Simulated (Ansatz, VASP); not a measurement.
**One calculation of TaC, two programs**

```
Ta C
1.0
     0.00000    2.23817    2.23817
     2.23817    0.00000    2.23817
     2.23817    2.23817    0.00000
Ta C
1 1
Cartesian
  0.0000 0.0000 0.0000
  2.2382 2.2382 2.2382
```

Alike in both runs: functional PBE; k mesh 8 × 8 × 8; occupations gaussian, width 0.1 eV; no spin polarisation.

Ansatz relaxed the structure, and its values are those at the end. VASP's run is a single point on that final structure, the one shown.

```csv
,VASP,Ansatz
version,VASP 6.6.1,Ansatz 0.2.0
potentials or method,"VASP PAW PBE potentials, release 64 (Ta_pv, C), cutoff 600 eV","scalar-relativistic, plane waves, PAW"
valence electrons in the cell,15,17
```

|  | VASP | Ansatz | Ansatz less VASP |
| --- | --- | --- | --- |
| gap on the k mesh at the Fermi level (eV) | none | none | - |
| pressure (GPa) | 0.4 | -0.1 | -0.57 |

A gap of «none» marks a metal or a gap that the smearing closes. VASP's potentials hold 15 valence electrons a cell and Ansatz's 17, so a difference there can come from the potentials and not from the codes.

Neither program's run includes spin-orbit coupling.
